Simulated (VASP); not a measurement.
A run of VASP 6.6.1 is set up as follows.

Contents of INCAR:

```
PREC = Accurate
ENCUT = 520
EDIFF = 1E-8
ISMEAR = -1
SIGMA = 0.03
LREAL = False
LASPH = True
NELM = 100
ALGO = Normal
ISIF = 2
LWAVE = False
LCHARG = False
GGA = PE
LEFG = True
NBANDS = 35
```

Contents of KPOINTS:

```
Automatic mesh
0
Gamma
  10 10 3
```

POSCAR

```
MoS2
1.0
    3.1610016016      0.0000000000      0.0000000000
   -1.5805008008      2.7375076884      0.0000000000
    0.0000000000      0.0000000000     12.5409000000
Mo S
2 4
Direct
    0.3333333333      0.6666666667      0.2500000000
    0.6666666667      0.3333333333      0.7500000000
    0.3333333333      0.6666666667      0.6275000000
    0.6666666667      0.3333333333      0.1275000000
    0.3333333333      0.6666666667      0.8725000000
    0.6666666667      0.3333333333      0.3725000000
```

Potentials or basis: VASP PAW PBE potentials, release 64 (Mo_sv, S).

The run is started by

```console
$ cat potpaw_PBE.64/Mo_sv/POTCAR potpaw_PBE.64/S/POTCAR > POTCAR
$ mpirun -np 1 vasp_std > vasp.out
```

Problem. Estimate the largest force.

Solution. 0.582 eV/Å.

Problem. Predict the pressure.

Solution. 5.2 GPa.

Problem. What does it give for the band gap on the k mesh?

Solution. 1.06 eV, indirect (least direct gap 1.90 eV).

Forces in eV/Å, atoms in the order of the input:
```
Mo   0.000  0.000  0.000
Mo   0.000  0.000  0.000
S    0.000  0.000 -0.582
S    0.000  0.000 -0.582
S    0.000  0.000  0.582
S    0.000  0.000  0.582
```

Caveat: the cell differs from its parent crystal (zz strain of +2 %); without QUAD_EFG the Cq values of the log hold for a quadrupole moment of 1 mb, not for the nuclei; this functional lacks dispersion, which binds the layers, so the pressure and a relaxed spacing across them are unreliable. A k mesh can miss the band edges.
